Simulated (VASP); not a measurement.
# LiP3 (Fdd2) in VASP: notebook

The runs below take LiP3 through single point, relaxation of cell and atoms, with PBE.

All numbers are computed with VASP 6.6.1; they aren't measurements. Logs are shortened: lines on timing, memory, paths and dates and some standing lists are left out, and cuts for length are marked.

## 1. The cell of the first run

The typed cell holds 8 atoms: a = 6.047 Å, b = 6.046 Å, c = 5.879 Å, α = 60.92°, β = 60.90°, γ = 58.17°.

The cell was generated, and may not be a known phase.

## 2. Single point, PBE

The input, INCAR:

```
PREC     = Accurate       # precision mode
ENCUT    = 520            # plane-wave cutoff, eV
EDIFF    = 1E-7           # SCF threshold, eV
ISMEAR   = 0              # smearing method
SIGMA    = 0.02           # smearing width, eV
LREAL    = False          # projectors in reciprocal space
LASPH    = True           # aspherical terms in the spheres
NELM     = 100            # most SCF steps
ALGO     = Normal         # electronic algorithm
ISIF     = 2              # what is computed and relaxed
LWAVE    = False          # write WAVECAR
LCHARG   = True           # write CHGCAR
GGA      = PE             # functional
LELF     = True           # ELF
LVHAR    = True         
NBANDS   = 28             # bands
```

The input, KPOINTS:

```
Automatic mesh
0
Gamma
  6 6 6
```

The input, POSCAR:

```
LiP3
1.0
    0.0000000000      4.1580227244      4.3912524724
    4.1564036666      0.0000000000      4.3912524724
    4.1564036666      4.1580227244      0.0000000000
Li P
2 6
Direct
    0.1759834055      0.1759834055      0.3240165945
    0.9259834055      0.9259834055      0.0740165945
    0.3465933776      0.7548703165      0.1994031117
    0.7548703165      0.3465933776      0.6991331942
    0.5508668058      0.0505968883      0.4951296835
    0.0505968883      0.5508668058      0.9034066224
    0.6756869547      0.6756869547      0.8243130453
    0.4256869547      0.4256869547      0.5743130453
```

Potentials or basis: VASP PAW PBE potentials, release 64 (Li_sv, P).

Started as:

```sh
> cat potpaw_PBE.64/Li_sv/POTCAR potpaw_PBE.64/P/POTCAR > POTCAR
> mpirun -np 1 vasp_std > vasp.out
```

OUTCAR:

```text
PREC = Accurate
   ENCUT = 520
   EDIFF = 1E-7
   ISMEAR = 0
   LREAL = False
   LASPH = True
   NELM = 100
   ISIF = 2
   GGA = PE

 ion  position               nearest neighbor table
   1  0.176  0.176  0.324-   5 2.53   6 2.53   3 2.53   4 2.53
   2  0.926  0.926  0.074-   4 2.53   3 2.53   5 2.53   6 2.53
   3  0.347  0.755  0.199-   8 2.19   7 2.19   2 2.53   1 2.53
   4  0.755  0.347  0.699-   8 2.19   7 2.19   2 2.53   1 2.53
   5  0.551  0.051  0.495-   7 2.19   8 2.19   1 2.53   2 2.53
   6  0.051  0.551  0.903-   7 2.19   8 2.19   1 2.53   2 2.53
   7  0.676  0.676  0.824-   6 2.19   5 2.19   4 2.19   3 2.19
   8  0.426  0.426  0.574-   3 2.19   4 2.19   6 2.19   5 2.19

  LATTYP: Found a face centered orthorhombic cell.
 ALAT       =     8.3128073332
 B/A-ratio  =     1.0003895333
 C/A-ratio  =     1.0565028868

  Lattice vectors:

 A1 = (   0.0000000000,   4.1580227244,   4.3912524724)
 A2 = (   4.1564036666,   0.0000000000,   4.3912524724)
 A3 = (   4.1564036666,   4.1580227244,   0.0000000000)

Analysis of symmetry for initial positions (statically):
=====================================================================
 Subroutine PRICEL returns:
 Original cell was already a primitive cell.

 Routine SETGRP: Setting up the symmetry group for a
 face centered orthorhombic supercell.

 Subroutine GETGRP returns: Found  4 space group operations
 (whereof  2 operations were pure point group operations)
 out of a pool of  8 trial point group operations.

The static configuration has the point symmetry C_2 .
 The point group associated with its full space group is C_2v.

Analysis of symmetry for dynamics (positions and initial velocities):
=====================================================================
 Subroutine PRICEL returns:
 Original cell was already a primitive cell.

 Routine SETGRP: Setting up the symmetry group for a
 face centered orthorhombic supercell.

 Subroutine GETGRP returns: Found  4 space group operations
 (whereof  2 operations were pure point group operations)
 out of a pool of  8 trial point group operations.

The dynamic configuration has the point symmetry C_2 .
 The point group associated with its full space group is C_2v.

 Subroutine INISYM returns: Found  4 space group operations
 (whereof  2 operations are pure point group operations),
 and found     1 'primitive' translations

----------------------------------------------------------------------------------------

                                     Primitive cell

  volume of cell :     151.7829

  direct lattice vectors                    reciprocal lattice vectors
     0.000000000  4.158022724  4.391252472    -0.120296304  0.120249463  0.113862731
     4.156403667  0.000000000  4.391252472     0.120296304 -0.120249463  0.113862731
     4.156403667  4.158022724  0.000000000     0.120296304  0.120249463 -0.113862731

  length of vectors
     6.047499587  6.046386501  5.879187394     0.204684772  0.204684772  0.204684772

  position of ions in fractional coordinates (direct lattice)
     0.175983405  0.175983405  0.324016595
     0.925983405  0.925983405  0.074016595
     0.346593378  0.754870317  0.199403112
     0.754870317  0.346593378  0.699133194
     0.550866806  0.050596888  0.495129683
     0.050596888  0.550866806  0.903406622
     0.675686955  0.675686955  0.824313045
     0.425686955  0.425686955  0.574313045

  ion indices of the primitive-cell ions
   primitive index   ion index
                 1           1
                 2           2
                 3           3
                 4           4
                 5           5
                 6           6
                 7           7
                 8           8

----------------------------------------------------------------------------------------

 KPOINTS: Automatic mesh

Automatic generation of k-mesh.
 Grid dimensions read from file:
 generate k-points for:    6    6    6

 Generating k-lattice:

  Cartesian coordinates                     Fractional coordinates (reciprocal lattice)
    -0.020049384  0.020041577  0.018977122     0.166666667  0.000000000  0.000000000
     0.020049384 -0.020041577  0.018977122    -0.000000000  0.166666667 -0.000000000
     0.020049384  0.020041577 -0.018977122     0.000000000  0.000000000  0.166666667

  Length of vectors
     0.034114129  0.034114129  0.034114129

  Shift w.r.t. Gamma in fractional coordinates (k-lattice)
     0.000000000  0.000000000  0.000000000

 Subroutine IBZKPT returns following result:
 ===========================================

 Found     46 irreducible k-points:

 Following reciprocal coordinates:
            Coordinates               Weight
  0.000000  0.000000  0.000000      1.000000
  0.166667  0.000000  0.000000      8.000000
  0.333333  0.000000  0.000000      8.000000
  0.500000  0.000000  0.000000      4.000000
  0.166667  0.166667  0.000000      2.000000
  0.333333  0.166667  0.000000      8.000000
[... 16 lines left out ...]
 -0.166667  0.166667  0.166667      8.000000
  0.500000  0.333333  0.166667      4.000000
 [... further k-points ...]
   k-points           NKPTS =     46   k-points in BZ     NKDIM =     46   number of bands    NBANDS=     28
   number of dos      NEDOS =    301   number of ions     NIONS =      8
   total plane-waves  NPLWV = 110592
   dimension x,y,z NGX =    48 NGY =   48 NGZ =   48
   dimension x,y,z NGXF=    96 NGYF=   96 NGZF=   96
   ions per type =               2   6
   NGX,Y,Z   is equivalent  to a cutoff of  13.20, 13.20, 13.57 a.u.
   NGXF,Y,Z  is equivalent  to a cutoff of  26.39, 26.40, 27.15 a.u.
 SYSTEM =  unknown system
   PREC   = accura    normal or accurate (medium, high low for compatibility)
   ISTART =      0    job   : 0-new  1-cont  2-samecut
   ICHARG =      2    charge: 1-file 2-atom 10-const
   ISPIN  =      1    spin polarized calculation?
   LNONCOLLINEAR =      F non collinear calculations
   LSORBIT =      F    spin-orbit coupling
   LASPH  =      T    aspherical Exc in radial PAW
   ENCUT  =  520.0 eV  38.22 Ry    6.18 a.u.  11.24 11.24 10.93*2*pi/ulx,y,z
   NELM   =    100;   NELMIN=  2; NELMDL= -5     # of ELM steps
   EDIFF  = 0.1E-06   stopping-criterion for ELM
   LREAL  =      F    real-space projection
   EDIFFG = 0.1E-05   stopping-criterion for IOM
   NSW    =      0    number of steps for IOM
   IBRION =     -1    ionic relax: 0-MD 1-quasi-New 2-CG
   NFREE  =      0    steps in history (QN), initial steepest desc. (CG)
   ISIF   =      2    stress and relaxation
   ISYM   =      2    0-nonsym 1-usesym 2-fastsym
   POTIM  = 0.5000    time-step for ionic-motion
   TEBEG  =    0.0;   TEEND  =   0.0 temperature during run
   PSTRESS=    0.0 pullay stress
   NELECT =      36.0000    total number of electrons
   NUPDOWN=      -1.0000    fix difference up-down
   EMIN   =  10.00;   EMAX   =-10.00  energy-range for DOS
   EFERMI =   0.00;   METHOD = LEGACY
   ISMEAR =     0;   SIGMA  =   0.02  broadening in eV -4-tet -1-fermi 0-gaus
   EFERMI_NEDOS =   21; number of points for ismear=-14 and -15
   IALGO  =     38    algorithm
   IMIX   =      4    mixing-type and parameters
     AMIX     =   0.40;   BMIX     =  1.00
     AMIX_MAG =   1.60;   BMIX_MAG =  1.00
  volume/ion in A,a.u.               =      18.97       128.04
  Fermi-wavevector in a.u.,A,eV,Ry     =   1.013370  1.914991 13.972075  1.026919
  Thomas-Fermi vector in A             =   2.146535
   LORBIT       =      0    0 simple, 1 ext, 2 COOP (PROOUT), +10 PAW based schemes
   GGA     = PE    functional components
   LHFCALC =     F    Hartree Fock is set to
   AEXX    =    0.0000 exact exchange contribution
   IVDW    =     0    specifies the selected vdW correction
   LEPSILON=     F    determine dielectric tensor
   LRPA    =     F    only Hartree local field effects (RPA)
 non-spin polarized calculation
 Gauss-broadening in eV      SIGMA  =   0.02
  energy-cutoff  :      520.00
  volume of cell :      151.78
 maximum number of plane-waves:      4102
 NGX is ok and might be reduce to    48
   NGX = 23   NGY = 23   NGZ = 21

 number of electron      35.9999999 magnetization

 Free energy of the ion-electron system (eV)
  ---------------------------------------------------
  ext. energy  EPLUGINS =         0.00000000
  ---------------------------------------------------
  free energy    TOTEN  =       -37.84381678 eV

  energy without entropy =      -37.84381678  energy(sigma->0) =      -37.84381678

 E-fermi :   4.4148     XC(G=0):  -9.0729

 val. band max:        4.3221293540   @ k =   0.0000   0.0000   0.0000
 cond. band min:       5.0965996814   @ k =   0.0000   0.0000   0.0000
 fundamental gap:      0.7744703273
 Fermi energy:         4.4148004580

 k-point     1 :       0.0000    0.0000    0.0000
  band No.  band energies     occupation
      1     -41.1247      2.00000
      2     -41.1232      2.00000
      3     -10.3286      2.00000
      4      -7.5250      2.00000
      5      -6.1705      2.00000
      6      -6.1689      2.00000
[... 20 lines left out ...]
     27      10.7350      0.00000
     28      10.7352      0.00000

 k-point     2 :       0.1667    0.0000    0.0000
  band No.  band energies     occupation
      1     -41.1246      2.00000
      2     -41.1233      2.00000
      3     -10.2417      2.00000
      4      -7.8620      2.00000
      5      -6.2086      2.00000
      6      -5.9643      2.00000
[... 20 lines left out ...]
     27      10.2172      0.00000
     28      10.5276      0.00000

 k-point     3 :       0.3333    0.0000    0.0000
  band No.  band energies     occupation
      1     -41.1244      2.00000
      2     -41.1234      2.00000
      3     -10.0176      2.00000
      4      -8.4174      2.00000
      5      -6.2752      2.00000
      6      -5.8729      2.00000
[... 616 lines left out ...]
      3     -10.0210      2.00000
      4      -8.4133      2.00000
      5      -6.2696      2.00000
      6      -5.8182      2.00000
[... 20 lines left out ...]
     27       9.7569      0.00000
     28      10.0324      0.00000

 k-point    24 :       0.5000    0.3333    0.1667
  band No.  band energies     occupation
      1     -41.1242      2.00000
      2     -41.1236      2.00000
      3      -9.7973      2.00000
      4      -8.7584      2.00000
      5      -6.3487      2.00000
      6      -6.2222      2.00000
[... 20 lines left out ...]
     27       9.7652      0.00000
     28      10.2881      0.00000

 [... further k-points ...]

------------------------ aborting loop because EDIFF is reached ----------------------------------------

  FORCE on cell =-STRESS in cart. coord.  units (eV):
  Direction    XX          YY          ZZ          XY          YZ          ZX
  --------------------------------------------------------------------------------------
  -------------------------------------------------------------------------------------
  Total       -0.2456442     -0.2407312     -0.1789096      0.0000000      0.0000000      0.0000000
  in kB       -2.5929496     -2.5410897     -1.8885190      0.0000000      0.0000000      0.0000000
  external PRESSURE =      -2.3408528 kB  Pullay stress =       0.0000000 kB

 VOLUME and BASIS-vectors are now :
 -----------------------------------------------------------------------------
  energy-cutoff  :      520.00
  volume of cell :      151.78
      direct lattice vectors                 reciprocal lattice vectors
     0.000000000  4.158022724  4.391252472    -0.120296304  0.120249463  0.113862731
     4.156403667  0.000000000  4.391252472     0.120296304 -0.120249463  0.113862731
     4.156403667  4.158022724  0.000000000     0.120296304  0.120249463 -0.113862731

 POSITION                                       TOTAL-FORCE (eV/Angst)
 -----------------------------------------------------------------------------------
      2.07820      2.07901      1.54558        -0.000000      0.000000     -0.000924
      4.15640      4.15802      8.13245        -0.000000      0.000000     -0.000924
      3.96635      2.27027      4.83681        -0.031122      0.027620     -0.000360
      4.34646      6.04578      4.83681         0.031122     -0.027620     -0.000360
      2.26826      4.34928      2.64118         0.031122      0.027620     -0.000360
      6.04455      3.96677      2.64118        -0.031122     -0.027620     -0.000360
      6.23461      6.23703      5.93422        -0.000000      0.000000      0.001644
      4.15640      4.15802      3.73860        -0.000000     -0.000000      0.001644
 -----------------------------------------------------------------------------------
    total drift:                               -0.000001     -0.000002     -0.000195

  FREE ENERGIE OF THE ION-ELECTRON SYSTEM (eV)
  ---------------------------------------------------
  free  energy   TOTEN  =       -37.8438167840 eV

  energy  without entropy=      -37.8438167840  energy(sigma->0) =      -37.84381678
```

Run time: 1.8 min. Hardware: 1 thread of Intel Xeon 6975P-C (Granite Rapids), shared host; peak memory 0.38 GiB.

What came out:

* Free energy: -37.8438 eV
* Largest force: 0.042 eV/Å
* Band gap on the k mesh: 0.77 eV

Forces on the atoms (eV/Å):
```
Li   0.000  0.000 -0.001
Li   0.000  0.000 -0.001
P   -0.031  0.028  0.000
P    0.031 -0.028  0.000
P    0.031  0.028  0.000
P   -0.031 -0.028  0.000
P    0.000  0.000  0.002
P    0.000  0.000  0.002
```

Caveat: the cutoff is under 1.25 times the usual one of these potentials, so pressure, stress and relaxed cells hold a basis-set (Pulay) error. A k mesh can miss the band edges.

(Part 1 of 2 ends here.)
